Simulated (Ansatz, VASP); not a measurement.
SiC in VASP and in Ansatz

```
Si C
1.0
     3.07520    0.00000    0.00000
    -1.53760    2.66320    0.00000
     0.00000    0.00000    5.04817
Si C
2 2
Direct
  0.28908 0.64454 0.99636
  0.62241 0.31120 0.49636
  0.33333 0.66667 0.38040
  0.66667 0.33333 0.88040
```

Change from the starting cell: all Si atoms moved +0.125 Å, as atom 1 towards its neighbour atom 4 (C) at 1.883 Å.

Alike in both runs: task single point; functional r2SCAN; k mesh 12 × 12 × 6; occupations gaussian, width 0.05 eV; no spin polarisation.

|  | VASP | Ansatz |
| --- | --- | --- |
| version | VASP 6.6.1 | Ansatz 0.2.0 |
| potentials or method | VASP PAW PBE potentials, release 64 (Si, C), cutoff 520 eV | scalar-relativistic, plane waves, PAW |
| valence electrons in the cell | 16 | 16 |

Ansatz gave:

| Property | Result |
| --- | --- |
| gap on the k mesh at the Fermi level (eV) | 2.43 |
| least direct gap on the mesh (eV) | 4.43 |
| pressure (GPa) | 2.2 |
| traceless stress, the component that is largest in VASP (GPa) | 4.37 |
| rms of the force components (eV/Å) | 1.605 |

Task: Which values does VASP return?

Result: gap on the k mesh at the Fermi level (eV): 2.43; least direct gap on the mesh (eV): 4.44; pressure (GPa): 2.0; traceless stress, the component that is largest in VASP (GPa): 4.33; rms of the force components (eV/Å): 1.601.

VASP's potentials were made for PBE, not for r2SCAN. Atom by atom the forces differ by 0.005 eV/Å (rms over components).
